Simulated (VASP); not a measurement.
Here is a VASP 6.6.1 calculation.

The input INCAR:

```
ALGO = Normal
EDIFF = 1E-6
ENCUT = 520
GGA = PE
ISIF = 2
ISMEAR = 0
LASPH = True
LCHARG = False
LREAL = False
LWAVE = False
NBANDS = 38
NELM = 100
PREC = Accurate
SIGMA = 0.1
```

KPOINTS

```
k-points
0
Gamma
  8 8 6
```

POSCAR

```
Sc2I
1.0
    4.9833611729      0.0000000000      0.0000000000
    0.0000000000      4.9833611729      0.0000000000
    0.0000000000      0.0000000000      6.4424238079
Sc I
4 2
Direct
    0.0000000000      0.5000000000      0.2499971748
    0.0000000000      0.5000000000      0.7499971748
    0.5000000000      0.0000000000      0.2500028252
    0.5000000000      0.0000000000      0.7500028252
    0.0000000000      0.0000000000      0.0000000000
    0.5000000000      0.5000000000      0.5000000000
```

Potentials or basis: VASP PAW PBE potentials, release 64 (Sc_sv, I).

Run with:

```console
$ cat potpaw_PBE.64/Sc_sv/POTCAR potpaw_PBE.64/I/POTCAR > POTCAR
$ mpirun -np 1 vasp_std > vasp.out
```

Problem. What does it give for the pressure?

Solution. 0.0 GPa.

Problem. What does it give for the band gap on the k mesh?

Solution. Zero (bands 29 and 30 overlap by 0.62 eV).

Caveat: spin-orbit coupling is left out, which moves the levels of the heavy elements.
